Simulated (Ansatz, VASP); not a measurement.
**Two plane-wave programs on Ir**

The input INCAR:

```
SYSTEM = Ir
PREC     = Accurate       ! precision mode
ENCUT    = 520            ! plane-wave cutoff, eV
EDIFF    = 1E-7           ! SCF threshold, eV
ISMEAR   = 0              ! smearing method
SIGMA    = 0.15           ! smearing width, eV
LREAL    = .FALSE.        ! projectors in reciprocal space
LASPH    = .TRUE.         ! aspherical terms in the spheres
NELM     = 80             ! most SCF steps
ALGO     = Fast           ! electronic algorithm
ISIF     = 2              ! what is computed and relaxed
LWAVE    = .FALSE.        ! write WAVECAR
LCHARG   = .FALSE.        ! write CHGCAR
GGA      = PS             ! functional
NBANDS   = 10             ! bands
```

The input KPOINTS:

```
regular mesh
0
G
  22 22 22
  0 0 0
```

POSCAR

```
Ir
1.0
    0.0000000000      1.9197000000      1.7277300000
    1.9197000000      0.0000000000      1.7277300000
    1.9197000000      1.9197000000      0.0000000000
Ir
1
Direct
    0.0000000000      0.0000000000      0.0000000000
```

Input for Ansatz:

```yaml
crystal:
  lattice:
    - [0.0, 1.9197, 1.72773]
    - [1.9197, 0.0, 1.72773]
    - [1.9197, 1.9197, 0.0]
  atoms:
    - { symbol: Ir, position: [0.0, 0.0, 0.0] }
basis:
  ecutwfc: 420
kpoints:
  mp_grid: { grid: [22, 22, 22] }
hamiltonian:
  xc: pbesol
scf:
  occupations: { method: gaussian, width: 0.15 }
output:
  forces: true
  stress: true
  eigenvalues: true
```

Change from the starting cell: strain -0.1000 x Voigt [0, 0, 1, 0, 0, 0], atoms carried along.

Alike in both runs: task single point; functional PBEsol; k mesh 22 × 22 × 22; occupations gaussian, width 0.15 eV; no spin polarisation.

|  | VASP | Ansatz |
| --- | --- | --- |
| version | VASP 6.6.1 | Ansatz 0.2.0 |
| potentials or method | VASP PAW PBE potentials, release 64 (Ir), cutoff 520 eV | scalar-relativistic, plane waves, PAW |
| valence electrons in the cell | 9 | 17 |

```tsv
	VASP	Ansatz	Ansatz less VASP
gap on the k mesh at the Fermi level (eV)	none	none	-
pressure (GPa)	53.5	51.4	-2.12
traceless stress, the component that is largest in VASP (GPa)	31.15	31.13	-0.016
```

VASP's potentials were made for PBE, not for PBEsol. A gap of «none» marks a metal or a gap that the smearing closes. Both programs put the cell under a high pressure, so it lies far from rest at this level. VASP's potentials hold 9 valence electrons a cell and Ansatz's 17, so a difference there can come from the potentials and not from the codes.

Neither program's run includes spin-orbit coupling.
